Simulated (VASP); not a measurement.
A run of VASP 6.6.1:

INCAR

```
SYSTEM = KF
  ALGO = Normal
  EDIFF = 1E-8
  ENCUT = 520
  GGA = PS
  IBRION = 8
  ISIF = 2
  ISMEAR = 0
  LASPH = .TRUE.
  LCHARG = .TRUE.
  LEPSILON = .TRUE.
  LREAL = .FALSE.
  LWAVE = .FALSE.
  NELM = 100
  NSW = 1
  PREC = Accurate
  SIGMA = 0.01
```

The input KPOINTS:

```
k-points
0
G
  8 8 8
  0 0 0
```

The input POSCAR:

```
KF
1.0
    3.2333000000      0.0000000000      0.0000000000
    0.0000000000      3.2333000000      0.0000000000
    0.0000000000      0.0000000000      3.2333000000
K F
1 1
Direct
    0.0000000000      0.0000000000      0.0000000000
    0.5000000000      0.5000000000      0.5000000000
```

Potentials or basis: VASP PAW PBE potentials, release 64 (K_sv, F).

Command:

```bash
$ cat potpaw_PBE.64/K_sv/POTCAR potpaw_PBE.64/F/POTCAR > POTCAR
$ mpirun -np 1 vasp_std > vasp.out
```

Hardware: 1 thread of AMD EPYC 7R13 Processor (Zen 3) (shared host).

Q: Estimate the wall time of this run.

A: Wall time 3.8 min on 1 thread of AMD EPYC 7R13 Processor (Zen 3) (shared host), peak memory 0.18 GiB. Counts: scf iterations 203, k points 35.
